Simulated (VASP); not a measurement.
# Ag (I4/mmm) in VASP: notebook, part 2 of 2

VASP 6.6.1. The steps go on from the part before.

### 5 Single point, PBEsol (strain +0.000 along x and y, -0.080 along z)

The input, INCAR:

```
SYSTEM = Ag
  ALGO = Normal
  EDIFF = 1E-6
  ENCUT = 520
  GGA = PS
  ISIF = 2
  ISMEAR = 0
  LASPH = .TRUE.
  LCHARG = .FALSE.
  LREAL = .FALSE.
  LWAVE = .FALSE.
  NBANDS = 12
  NELM = 60
  PREC = Accurate
  SIGMA = 0.15
```

The input, KPOINTS:

```
k-points
0
G
  20 20 20
  0 0 0
```

The input, POSCAR:

```
Ag
1.0
   -1.6556540000      1.6556540000      1.5232016800
    1.6556540000     -1.6556540000      1.5232016800
    1.6556540000      1.6556540000     -1.5232016800
Ag
1
Direct
    0.0000000000      0.0000000000      0.0000000000
```

Potentials or basis: VASP PAW PBE potentials, release 64 (Ag).

Started as:

```console
cat potpaw_PBE.64/Ag/POTCAR > POTCAR
mpirun -np 1 vasp_std > vasp.out
```

OUTCAR:

```text
SYSTEM = Ag
   EDIFF = 1E-6
   ENCUT = 520
   GGA = PS
   ISIF = 2
   ISMEAR = 0
   LASPH = .TRUE.
   LREAL = .FALSE.
   NELM = 60
   PREC = Accurate

 ion  position               nearest neighbor table
   1  0.000  0.000  0.000-

  LATTYP: Found a body centered tetragonal cell.
 ALAT       =     3.3113080000
 C/A-ratio  =     0.9200000000

  Lattice vectors:

 A1 = (  -1.6556540000,   1.6556540000,   1.5232016800)
 A2 = (   1.6556540000,  -1.6556540000,   1.5232016800)
 A3 = (   1.6556540000,   1.6556540000,  -1.5232016800)

Analysis of symmetry for initial positions (statically):
=====================================================================
 Subroutine PRICEL returns:
 Original cell was already a primitive cell.

 Routine SETGRP: Setting up the symmetry group for a
 body centered tetragonal supercell.

 Subroutine GETGRP returns: Found 16 space group operations
 (whereof 16 operations were pure point group operations)
 out of a pool of 16 trial point group operations.

The static configuration has the point symmetry D_4h.

[... 168 lines left out ...]
      1       0.5445      2.00000
      2       3.2991      2.00000
      3       3.7268      2.00000
      4       3.7268      2.00000
      5       4.6611      2.00000
      6       5.1508      2.00000
      7      25.9882      0.00000
      8      25.9882      0.00000
      9      27.6610      0.00000
     10      32.5258      0.00000
     11      32.5258      0.00000
     12      32.8318      0.00000
[... 331 lines left out ...]
 k-point    24 :      -0.3500    0.0500    0.0000
  band No.  band energies     occupation
      1       2.2549      2.00000
      2       2.8526      2.00000
      3       4.7299      2.00000
      4       4.8944      2.00000
      5       5.0546      2.00000
      6       5.6738      2.00000
      7      18.2750      0.00000
      8      22.5102      0.00000
      9      24.1484      0.00000
     10      28.0618      0.00000
     11      29.7489      0.00000
     12      33.8990      0.00000

 [... further k-points ...]

------------------------ aborting loop because EDIFF is reached ----------------------------------------

  FORCE on cell =-STRESS in cart. coord.  units (eV):
  Direction    XX          YY          ZZ          XY          YZ          ZX
  --------------------------------------------------------------------------------------
  -------------------------------------------------------------------------------------
  Total        0.0428910      0.0428910      0.0265134      0.0000000      0.0000000      0.0000000
  in kB        4.1145327      4.1145327      2.5434318      0.0000000      0.0000000      0.0000000
  external PRESSURE =       3.5908324 kB  Pullay stress =       0.0000000 kB

 VOLUME and BASIS-vectors are now :
 -----------------------------------------------------------------------------
  energy-cutoff  :      520.00
  volume of cell :       16.70
      direct lattice vectors                 reciprocal lattice vectors
    -1.655654000  1.655654000  1.523201680     0.000000000  0.301995465  0.328255940
     1.655654000 -1.655654000  1.523201680     0.301995465  0.000000000  0.328255940
     1.655654000  1.655654000 -1.523201680     0.301995465  0.301995465  0.000000000

 POSITION                                       TOTAL-FORCE (eV/Angst)
 -----------------------------------------------------------------------------------
      0.00000      0.00000      0.00000         0.000000     -0.000000      0.000000
 -----------------------------------------------------------------------------------
    total drift:                                0.000000      0.000000      0.000000

  FREE ENERGIE OF THE ION-ELECTRON SYSTEM (eV)
  ---------------------------------------------------
  free  energy   TOTEN  =        -3.2737722633 eV

  energy  without entropy=       -3.2698208928  energy(sigma->0) =       -3.27179658
```

stdout:

```text
POSCAR found type information on POSCAR Ag
 POSCAR found :  1 types and       1 ions
 scaLAPACK will be used
 -----------------------------------------------------------------------------
|                                                                             |
|                                                                             |
|     You enforced a specific xc type in the INCAR file but a different       |
|     I HOPE YOU KNOW WHAT YOU ARE DOING!                                     |
|                                                                             |
 -----------------------------------------------------------------------------

 LDA part: xc-table for (Slater+PW92), standard interpolation
 POSCAR, INCAR and KPOINTS ok, starting setup
 FFT: planning ... GRIDC
 FFT: planning ... GRID_SOFT
 FFT: planning ... GRID
 WAVECAR not read
 entering main loop
```

Wall time 2 min (1 thread of Intel Xeon 8259CL, shared host); peak memory 0.25 GiB.

What came out:

- Free energy: -3.2738 eV
- Pressure: 0.4 GPa
- Band gap on the k mesh: zero (an odd number of electrons rules out a gap without spin polarisation)

Stress tensor (GPa, compression positive):
```
0.41 0.00 0.00
0.00 0.41 0.00
0.00 0.00 0.25
```

Caveat: the cell differs from its parent crystal (strain +0.000 along x and y, -0.080 along z); the PAW data sets were made with another functional, which shifts forces and pressure a little.

### 6 Single point, PBEsol (strain -0.040 along x and y, +0.040 along z)

The input, INCAR:

```
PREC = Accurate
ENCUT = 520
EDIFF = 1E-6
ISMEAR = 0
SIGMA = 0.15
LREAL = F
LASPH = T
NELM = 60
ALGO = Normal
ISIF = 2
LWAVE = F
LCHARG = F
GGA = PS
NBANDS = 12
```

The input, KPOINTS:

```
Automatic mesh
0
Gamma
  20 20 20
```

The input, POSCAR:

```
Ag
1.0
   -1.5894278400      1.5894278400      1.7218801600
    1.5894278400     -1.5894278400      1.7218801600
    1.5894278400      1.5894278400     -1.7218801600
Ag
1
Direct
    0.0000000000      0.0000000000      0.0000000000
```

Potentials or basis: VASP PAW PBE potentials, release 64 (Ag).

Started as:

```console
cat potpaw_PBE.64/Ag/POTCAR > POTCAR
mpirun -np 1 vasp_std > vasp.out
```

It took 1.8 min on 1 thread of Intel Xeon 8259CL, shared host; peak memory 0.25 GiB.

The run converged. Its results:

```yaml
Free_energy: -3.2669 eV
Pressure: -4.0 GPa
Band_gap_on_the_k_mesh: zero (an odd number of electrons rules out a gap without spin polarisation)
```

Stress tensor (GPa, compression positive):
```
-4.51  0.00  0.00
 0.00 -4.51  0.00
 0.00  0.00 -3.09
```

Levels at points of the mesh, in eV from the Fermi level:
```csv
k point,band 4,band 5,band 6,band 7,band 8,band 9
"(0.00, 0.00, 0.00)",-4.57,-3.74,-3.37,17.06,18.28,18.28
"(0.50, 0.00, 0.00)",-3.34,-2.58,-0.22,3.79,13.68,14.90
"(0.50, 0.50, 0.00)",-3.27,-2.50,0.24,4.56,12.43,13.11
"(0.50, 0.50, 0.50)",-2.74,-2.74,5.33,7.57,7.57,11.34
```

Caveat: the cell differs from its parent crystal (strain -0.040 along x and y, +0.040 along z); the cell stands under tension; the PAW data sets were made with another functional, which shifts forces and pressure a little.

### 7 Summary

```csv
cell,gap on the mesh (eV),pressure (GPa)
"a = 2.717 Å, angles 111.8, 111.8, 104.9°, 1 atom",none,12.5
"a = 2.758 Å, angles 112.9, 112.9, 102.7°, 1 atom",none,6.2
"a = 2.800 Å, angles 114.1, 114.1, 100.6°, 1 atom",none,0.8
"a = 2.793 Å, angles 107.3, 107.3, 113.9°, 1 atom",none,0.4
"a = 2.832 Å, angles 111.7, 111.7, 105.1°, 1 atom",none,-4.0
```

Alike in all rows: task single point; level PBEsol; potentials or basis VASP PAW PBE potentials, release 64 (Ag); no spin polarisation; k mesh 20 × 20 × 20; cutoff (eV) 520; smearing gaussian 0.15 eV.

Caveats: the PAW data sets were made with another functional, which shifts forces and pressure a little; the cell stands under pressure (at least some runs); the cell stands under tension (at least some runs).

Absolute energies hang on the potentials; compare differences alone.
